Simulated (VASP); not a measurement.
# C (P-1) in VASP: a series of runs

Runs on C. Level: LDA. Tasks: single point.

All numbers are computed with VASP 6.6.1; they aren't measurements. Logs are shortened: lines on timing, memory, paths and dates and some standing lists are left out, and cuts for length are marked.

### 1 The cell of the first run

The typed cell holds 8 atoms: a = 2.444 Å, b = 2.444 Å, c = 13.585 Å, α = 82.54°, β = 83.69°, γ = 60.03°.

### 2 Single point, LDA

INCAR reads:

```
PREC     = Accurate       # precision mode
ENCUT    = 520            # plane-wave cutoff, eV
EDIFF    = 1E-6           # SCF threshold, eV
ISMEAR   = 0              # smearing method
SIGMA    = 0.03           # smearing width, eV
LREAL    = False          # projectors in reciprocal space
LASPH    = True           # aspherical terms in the spheres
NELM     = 100            # most SCF steps
ALGO     = Normal         # electronic algorithm
ISIF     = 2              # what is computed and relaxed
LWAVE    = False          # write WAVECAR
LCHARG   = True           # write CHGCAR
LELF     = True           # ELF
LVHAR    = True         
NBANDS   = 26             # bands
```

KPOINTS reads:

```
Automatic mesh
0
Gamma
  15 15 3
```

POSCAR reads:

```
C
1.0
   -1.2226660053     -2.1164534110      0.0000000000
    1.2226660053     -2.1164534110      0.0000000000
    0.2717035567     -1.8812919209     13.4515291704
C
8
Direct
    0.2916297670      0.2638519893      0.1250000000
    0.7082964337      0.6249631004      0.3750000000
    0.1249631004     -0.0139257885      0.6250000000
    0.5416297670      0.3471853226      0.8750000000
    0.6250368996      0.5972591219      0.1250000000
    0.0417035663     -0.0416297670      0.3750000000
    0.4583702330      0.3194813441      0.6250000000
   -0.1249631004     -0.3194075448      0.8750000000
```

Potentials or basis: VASP PAW LDA potentials, release 64 (C).

On the command line:

```
> cat potpaw_LDA.64/C/POTCAR > POTCAR
> mpirun -np 1 vasp_std > vasp.out
```

OUTCAR:

```text
PREC = Accurate
   ENCUT = 520
   EDIFF = 1E-6
   ISMEAR = 0
   LREAL = False
   LASPH = True
   NELM = 100
   ISIF = 2

 ion  position               nearest neighbor table
   1  0.292  0.264  0.125-   5 1.41   5 1.41   5 1.41
   2  0.708  0.625  0.375-   6 1.41   6 1.41   6 1.41
   3  0.125  0.986  0.625-   7 1.41   7 1.41   7 1.41
   4  0.542  0.347  0.875-   8 1.41   8 1.41   8 1.41
   5  0.625  0.597  0.125-   1 1.41   1 1.41   1 1.41
   6  0.042  0.958  0.375-   2 1.41   2 1.41   2 1.41
   7  0.458  0.319  0.625-   3 1.41   3 1.41   3 1.41
   8  0.875  0.681  0.875-   4 1.41   4 1.41   4 1.41

  LATTYP: Found a triclinic cell.
 ALAT       =     2.4442355045
 B/A-ratio  =     1.0000000000
 C/A-ratio  =     5.6670237512
 COS(alpha) =     0.0194834402
 COS(beta)  =     0.2157254700
 COS(gamma) =     0.4995512904

  Lattice vectors:

 A1 = (  -1.2226660053,   2.1164534110,   0.0000000000)
 A2 = (   1.2226660053,   2.1164534110,   0.0000000000)
 A3 = (  -2.7170355673,   1.8812919209, -13.4515291704)

Analysis of symmetry for initial positions (statically):
=====================================================================
 Subroutine PRICEL returns:
 Original cell was already a primitive cell.

 Routine SETGRP: Setting up the symmetry group for a
 triclinic supercell.

 Subroutine GETGRP returns: Found  2 space group operations
 (whereof  1 operations were pure point group operations)
 out of a pool of  2 trial point group operations.

The static configuration has the point symmetry C_1 .
 The point group associated with its full space group is S_2 .

Analysis of symmetry for dynamics (positions and initial velocities):
=====================================================================
 Subroutine PRICEL returns:
 Original cell was already a primitive cell.

 Routine SETGRP: Setting up the symmetry group for a
 triclinic supercell.

 Subroutine GETGRP returns: Found  2 space group operations
 (whereof  1 operations were pure point group operations)
 out of a pool of  2 trial point group operations.

The dynamic configuration has the point symmetry C_1 .
 The point group associated with its full space group is S_2 .

 Subroutine INISYM returns: Found  2 space group operations
 (whereof  1 operations are pure point group operations),
 and found     1 'primitive' translations

----------------------------------------------------------------------------------------

                                     Primitive cell

  volume of cell :      69.6175

  direct lattice vectors                    reciprocal lattice vectors
    -1.222666005 -2.116453411  0.000000000    -0.408942424 -0.236244274 -0.024780330
     1.222666005 -2.116453411  0.000000000     0.408942424 -0.236244274 -0.041300550
     0.271703557 -1.881291921 13.451529170     0.000000000  0.000000000  0.074340990

  length of vectors
     2.444235504  2.444235504 13.585165407     0.472926345  0.474079106  0.074340990

  position of ions in fractional coordinates (direct lattice)
     0.291629767  0.263851989  0.125000000
     0.708296434  0.624963100  0.375000000
     0.124963100  0.986074211  0.625000000
     0.541629767  0.347185323  0.875000000
     0.625036900  0.597259122  0.125000000
     0.041703566  0.958370233  0.375000000
     0.458370233  0.319481344  0.625000000
     0.875036900  0.680592455  0.875000000

  ion indices of the primitive-cell ions
   primitive index   ion index
                 1           1
                 2           2
                 3           3
                 4           4
                 5           5
                 6           6
                 7           7
                 8           8

----------------------------------------------------------------------------------------

 KPOINTS: Automatic mesh

Automatic generation of k-mesh.
 Grid dimensions read from file:
 generate k-points for:   15   15    3

 Generating k-lattice:

  Cartesian coordinates                     Fractional coordinates (reciprocal lattice)
    -0.027262828 -0.015749618 -0.001652022     0.066666667  0.000000000  0.000000000
     0.027262828 -0.015749618 -0.002753370     0.000000000  0.066666667  0.000000000
     0.000000000  0.000000000  0.024780330     0.000000000  0.000000000  0.333333333

  Length of vectors
     0.031528423  0.031605274  0.024780330

  Shift w.r.t. Gamma in fractional coordinates (k-lattice)
     0.000000000  0.000000000  0.000000000

 Subroutine IBZKPT returns following result:
 ===========================================

 Found    338 irreducible k-points:

 Following reciprocal coordinates:
            Coordinates               Weight
  0.000000  0.000000  0.000000      1.000000
  0.066667 -0.000000  0.000000      2.000000
  0.133333 -0.000000  0.000000      2.000000
  0.200000 -0.000000  0.000000      2.000000
  0.266667 -0.000000  0.000000      2.000000
  0.333333 -0.000000 -0.000000      2.000000
[... 16 lines left out ...]
 -0.066667  0.066667  0.000000      2.000000
 -0.000000  0.133333  0.000000      2.000000
 [... further k-points ...]
   k-points           NKPTS =    338   k-points in BZ     NKDIM =    338   number of bands    NBANDS=     26
   number of dos      NEDOS =    301   number of ions     NIONS =      8
   total plane-waves  NPLWV =  34992
   dimension x,y,z NGX =    18 NGY =   18 NGZ =  108
   dimension x,y,z NGXF=    36 NGYF=   36 NGZF=  216
   ions per type =               8
   NGX,Y,Z   is equivalent  to a cutoff of  12.24, 12.24, 13.22 a.u.
   NGXF,Y,Z  is equivalent  to a cutoff of  24.49, 24.49, 26.43 a.u.
 SYSTEM =  unknown system
   PREC   = accura    normal or accurate (medium, high low for compatibility)
   ISTART =      0    job   : 0-new  1-cont  2-samecut
   ICHARG =      2    charge: 1-file 2-atom 10-const
   ISPIN  =      1    spin polarized calculation?
   LNONCOLLINEAR =      F non collinear calculations
   LSORBIT =      F    spin-orbit coupling
   LASPH  =      T    aspherical Exc in radial PAW
   ENCUT  =  520.0 eV  38.22 Ry    6.18 a.u.   4.54  4.54 25.26*2*pi/ulx,y,z
   NELM   =    100;   NELMIN=  2; NELMDL= -5     # of ELM steps
   EDIFF  = 0.1E-05   stopping-criterion for ELM
   LREAL  =      F    real-space projection
[... 7 lines left out ...]
   TEBEG  =    0.0;   TEEND  =   0.0 temperature during run
   PSTRESS=    0.0 pullay stress
   NELECT =      32.0000    total number of electrons
   NUPDOWN=      -1.0000    fix difference up-down
   EMIN   =  10.00;   EMAX   =-10.00  energy-range for DOS
   EFERMI =   0.00;   METHOD = LEGACY
   ISMEAR =     0;   SIGMA  =   0.03  broadening in eV -4-tet -1-fermi 0-gaus
   EFERMI_NEDOS =   21; number of points for ismear=-14 and -15
   IALGO  =     38    algorithm
   IMIX   =      4    mixing-type and parameters
     AMIX     =   0.40;   BMIX     =  1.00
     AMIX_MAG =   1.60;   BMIX_MAG =  1.00
  volume/ion in A,a.u.               =       8.70        58.73
  Fermi-wavevector in a.u.,A,eV,Ry     =   1.263433  2.387541 21.718463  1.596262
  Thomas-Fermi vector in A             =   2.396790
   LORBIT       =      0    0 simple, 1 ext, 2 COOP (PROOUT), +10 PAW based schemes
   GGA     = CA    functional components
   LHFCALC =     F    Hartree Fock is set to
   AEXX    =    0.0000 exact exchange contribution
   IVDW    =     0    specifies the selected vdW correction
   LEPSILON=     F    determine dielectric tensor
   LRPA    =     F    only Hartree local field effects (RPA)
 non-spin polarized calculation
 Gauss-broadening in eV      SIGMA  =   0.03
  energy-cutoff  :      520.00
  volume of cell :       69.62
 maximum number of plane-waves:      1907
   NGX =  9   NGY =  9   NGZ = 51

 number of electron      32.0000008 magnetization

 Free energy of the ion-electron system (eV)
  ---------------------------------------------------
  ext. energy  EPLUGINS =         0.00000000
  ---------------------------------------------------
  free energy    TOTEN  =       -80.86382983 eV

  energy without entropy =      -80.86382885  energy(sigma->0) =      -80.86382934

 E-fermi :   4.6764     XC(G=0): -10.7860

 val. band max:        4.6118519742   @ k =  -0.3333   0.3333   0.0000
 cond. band min:       4.7409477820   @ k =  -0.3333   0.3333   0.0000
 fundamental gap:      0.1290958078
 Fermi energy:         4.6763997670

 k-point     1 :       0.0000    0.0000    0.0000
  band No.  band energies     occupation
      1     -14.9417      2.00000
      2     -14.7910      2.00000
      3     -14.7906      2.00000
      4     -14.6290      2.00000
      5      -4.0577      2.00000
      6      -3.1501      2.00000
[... 18 lines left out ...]
     25      13.1835      0.00000
     26      13.1889      0.00000

 k-point     2 :       0.0667   -0.0000    0.0000
  band No.  band energies     occupation
      1     -14.8346      2.00000
      2     -14.6902      2.00000
      3     -14.6793      2.00000
      4     -14.5242      2.00000
      5      -3.9254      2.00000
      6      -3.0546      2.00000
[... 18 lines left out ...]
     25      13.6184      0.00000
     26      13.6335      0.00000

 k-point     3 :       0.1333   -0.0000    0.0000
  band No.  band energies     occupation
      1     -14.5140      2.00000
      2     -14.3779      2.00000
      3     -14.3567      2.00000
      4     -14.2104      2.00000
      5      -3.5302      2.00000
      6      -2.7052      2.00000
[... 18 lines left out ...]
     25      14.8710      0.00000
     26      14.8759      0.00000

 k-point     4 :       0.2000   -0.0000    0.0000
  band No.  band energies     occupation
      1     -13.9822      2.00000
      2     -13.8561      2.00000
      3     -13.8253      2.00000
      4     -13.6898      2.00000
      5      -2.8778      2.00000
      6      -2.1061      2.00000
[... 18 lines left out ...]
     25      13.5544      0.00000
     26      13.5776      0.00000
[... 496 lines left out ...]
      1     -14.1953      2.00000
      2     -14.0530      2.00000
      3     -14.0494      2.00000
      4     -13.8973      2.00000
      5      -3.1410      2.00000
      6      -2.2699      2.00000
[... 18 lines left out ...]
     25      13.8870      0.00000
     26      14.2121      0.00000

 k-point    23 :      -0.0667    0.0667    0.0000
  band No.  band energies     occupation
      1     -14.6211      2.00000
      2     -14.4767      2.00000
      3     -14.4696      2.00000
      4     -14.3147      2.00000
      5      -3.6629      2.00000
      6      -2.7870      2.00000
[... 18 lines left out ...]
     25      14.3348      0.00000
     26      14.3740      0.00000

 k-point    24 :      -0.0000    0.1333    0.0000
  band No.  band energies     occupation
      1     -14.5134      2.00000
      2     -14.3849      2.00000
      3     -14.3496      2.00000
      4     -14.2110      2.00000
      5      -3.5267      2.00000
      6      -2.7488      2.00000
[... 18 lines left out ...]
     25      14.8493      0.00000
     26      14.8823      0.00000

 [... further k-points ...]
[... 5 lines left out ...]
  --------------------------------------------------------------------------------------
  -------------------------------------------------------------------------------------
  Total        0.5556061      0.6085585      0.1148805      0.0046847      0.0475437      0.0570162
  in kB       12.7867268     14.0053746      2.6438607      0.1078127      1.0941715      1.3121711
  external PRESSURE =       9.8119874 kB  Pullay stress =       0.0000000 kB

 VOLUME and BASIS-vectors are now :
 -----------------------------------------------------------------------------
  energy-cutoff  :      520.00
  volume of cell :       69.62
      direct lattice vectors                 reciprocal lattice vectors
    -1.222666005 -2.116453411  0.000000000    -0.408942424 -0.236244274 -0.024780330
     1.222666005 -2.116453411  0.000000000     0.408942424 -0.236244274 -0.041300550
     0.271703557 -1.881291921 13.451529170     0.000000000  0.000000000  0.074340990

 POSITION                                       TOTAL-FORCE (eV/Angst)
 -----------------------------------------------------------------------------------
      0.00000     -1.41081      1.68144         0.008451      0.001626      0.028118
      0.00000     -3.52727      5.04432         0.000248     -0.001998      0.001162
      1.22267     -3.52727      8.40721        -0.000222     -0.001711     -0.000480
      0.00000     -3.52727     11.77009        -0.007453     -0.013901     -0.027269
      0.00000     -2.82209      1.68144         0.007453      0.013901      0.027269
      1.22267     -2.82209      5.04432         0.000222      0.001711      0.000480
     -0.00000     -2.82209      8.40721        -0.000248      0.001998     -0.001162
      0.00000     -4.93855     11.77009        -0.008451     -0.001626     -0.028118
 -----------------------------------------------------------------------------------
    total drift:                                0.000000      0.000000     -0.000000

  FREE ENERGIE OF THE ION-ELECTRON SYSTEM (eV)
  ---------------------------------------------------
  free  energy   TOTEN  =       -80.8638298258 eV

  energy  without entropy=      -80.8638288467  energy(sigma->0) =      -80.86382934
```

It took 8.2 min on 1 thread of Intel Xeon Platinum 8259CL at 2.50GHz (Skylake/Cascade Lake), shared host; peak memory 0.46 GiB.

Results:

* Free energy: -80.8638 eV
* Pressure: 1.0 GPa
* Largest force: 0.032 eV/Å

Forces on the atoms (eV/Å):
```
C    0.008  0.002  0.028
C    0.000 -0.002  0.001
C    0.000 -0.002  0.000
C   -0.007 -0.014 -0.027
C    0.007  0.014  0.027
C    0.000  0.002  0.000
C    0.000  0.002 -0.001
C   -0.008 -0.002 -0.028
```

Stress tensor (GPa, compression positive):
```
1.28 0.01 0.13
0.01 1.40 0.11
0.13 0.11 0.26
```

### 3 Single point, LDA

INCAR reads:

```
ALGO = Normal ; EDIFF = 1E-7
ENCUT = 520 ; GGA = CA
ISIF = 2 ; ISMEAR = 0
LASPH = True ; LCHARG = True
LELF = True ; LREAL = False
LVHAR = True ; LWAVE = False
NBANDS = 26 ; NELM = 60
PREC = Accurate ; SIGMA = 0.03
```

KPOINTS reads:

```
k-points
0
Gamma
  15 15 3
```

POSCAR reads:

```
C
1.0
   -1.2226660053     -2.1164534110      0.0000000000
    1.2226660053     -2.1164534110      0.0000000000
    0.4075553351     -1.6461304308     13.4515291704
C
8
Direct
    0.3055186559      0.2638519893      0.1250000000
    0.7499631004      0.6249631004      0.3750000000
    0.1944075448     -0.0139257885      0.6250000000
    0.6388519893      0.3471853226      0.8750000000
    0.6389257885      0.5972591219      0.1250000000
    0.0833702330     -0.0416297670      0.3750000000
    0.5278146774      0.3194813441      0.6250000000
   -0.0277408781     -0.3194075448      0.8750000000
```

Potentials or basis: VASP PAW LDA potentials, release 64 (C).

On the command line:

```
> cat potpaw_LDA.64/C/POTCAR > POTCAR
> mpirun -np 1 vasp_std > vasp.out
```

It took 4 min on 1 thread of Intel Xeon 6975P-C (Granite Rapids), shared host; peak memory 0.45 GiB.

It converged, with:

```yaml
Free_energy: -80.8706 eV
Pressure: 0.9 GPa
Largest_force: 0.024 eV/Å
```

Forces in eV/Å, atoms in the order of the input:
```
C    0.009  0.004  0.016
C    0.000 -0.002  0.001
C    0.000 -0.002  0.000
C   -0.007 -0.017 -0.015
C    0.007  0.017  0.015
C    0.000  0.002  0.000
C    0.000  0.002 -0.001
C   -0.009 -0.004 -0.016
```

Stress tensor (GPa, compression positive):
```
1.31 0.03 0.13
0.03 1.45 0.15
0.13 0.15 0.07
```

[end of part 1 of 2]
